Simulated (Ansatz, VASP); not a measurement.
# Re: VASP beside Ansatz

```
Re
1.0
     0.00000    1.95778    1.95778
     1.95778    0.00000    1.95778
     1.95778    1.95778    0.00000
Re
1
Direct
  0.00000 0.00000 0.00000
```

Alike in both runs: functional PBE; k mesh 18 × 18 × 18; occupations fermi-dirac, width 0.05 eV; no spin polarisation.

Ansatz relaxed the structure, and its values are those at the end. VASP's run is a single point on that final structure, the one shown.

|  | VASP | Ansatz |
| --- | --- | --- |
| version | VASP 6.6.1 | Ansatz 0.2.0 |
| potentials or method | VASP PAW PBE potentials, release 64 (Re) | PAW with Ansatz's default frozen-core files, scalar-relativistic |
| plane-wave cutoff (eV) | 520 | 420 |
| valence electrons in the cell | 7 | 15 |

|  | VASP | Ansatz | Ansatz less VASP |
| --- | --- | --- | --- |
| pressure (GPa) | -0.6 | 0.0 | +0.59 |

The functional is the same, so the differences come from potentials, cutoffs and numerics. VASP's potentials hold 7 valence electrons a cell and Ansatz's 15, so a difference there can come from the potentials and not from the codes.

Spin-orbit coupling is off throughout.
